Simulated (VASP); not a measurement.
Set up this calculation in VASP 6.6.1, as the native input.

```yaml
Task: single point
Functional: BLYP
Potentials_or_basis: VASP PAW PBE potentials, release 64 (Tc_pv)
Cutoff: 520 eV
k_mesh: 6 × 6 × 4
Occupations: fermi-dirac, width 0.05 eV
Spin: no spin polarisation
Dipole_correction: no
Further_INCAR_settings: ALGO = Fast; EDIFF = 1e-06; NBANDS = 20
```

The structure of Tc lies in POSCAR:

```
Tc
1.0
    2.7400000000      0.0000000000      0.0000000000
   -1.3700000000      2.3729096064      0.0000000000
    0.0000000000      0.0000000000      4.3980000000
Tc
2
Direct
    0.6666666667      0.3333333333      0.7500000000
    0.3333333333      0.6666666667      0.2500000000
```

One way to write it, as run:

INCAR

```
SYSTEM = Tc
PREC = Accurate
ENCUT = 520
EDIFF = 1E-6
ISMEAR = -1
SIGMA = 0.05
LREAL = .FALSE.
LASPH = .TRUE.
NELM = 100
ALGO = Fast
ISIF = 2
LWAVE = .FALSE.
LCHARG = .FALSE.
GGA = B5
ALDAX = 1.0
AGGAX = 1.0
AGGAC = 1.0
ALDAC = 0.0
NBANDS = 20
```

KPOINTS

```
Automatic mesh
0
G
  6 6 4
  0 0 0
```

Potentials or basis: VASP PAW PBE potentials, release 64 (Tc_pv).

The run is started by

```console
$ cat potpaw_PBE.64/Tc_pv/POTCAR > POTCAR
$ mpirun -np 1 vasp_std > vasp.out
```

Results of the run:

The pressure is 16.2 GPa and the band gap on the k mesh is zero (band 13 reaches 15.03 eV, above the bottom of band 14 at 11.51 eV).

Caveat: the k points lie up to 0.44 Å⁻¹ apart; the PAW data sets were made with another functional, which shifts forces and pressure a little.

It took 14 s on 1 thread of Intel(R) Xeon(R) 6975P-C (Granite Rapids) (shared host), peak memory 0.13 GiB.
